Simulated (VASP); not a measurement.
A run of VASP 6.6.1:

Contents of INCAR:

```
SYSTEM = Ti
PREC = Accurate
ENCUT = 520
EDIFF = 1E-6
ISMEAR = 0
SIGMA = 0.1
LREAL = .False.
LASPH = .True.
NELM = 100
ALGO = Fast
ISIF = 2
LWAVE = .False.
LCHARG = .False.
GGA = PE
NBANDS = 19
```

The input KPOINTS:

```
Automatic mesh
0
Gamma
  24 24 12
  0 0 0
```

POSCAR

```
Ti
1.0
    2.8796889001      0.0000000000      0.0000000000
   -1.4398444501      2.4938837425      0.0000000000
    0.0000000000      0.0000000000      4.7286133440
Ti
2
Direct
    0.3333333333      0.6666666667      0.2500000000
    0.6666666667      0.3333333333      0.7500000000
```

Potentials or basis: VASP PAW PBE potentials, release 64 (Ti_sv).

Run with:

```bash
$ cat potpaw_PBE.64/Ti_sv/POTCAR > POTCAR
$ mpirun -np 1 vasp_std > vasp.out
```

Hardware: 1 thread of AMD EPYC 9R45 96-Core Processor (Zen 5) (shared host).

**Question.** Estimate the wall time of this run.

**Answer.** Run time: 6.2 min on 1 thread of AMD EPYC 9R45 96-Core Processor (Zen 5), on a shared host, peak memory 0.3 GiB. Counts: scf iterations 37, k points 427.
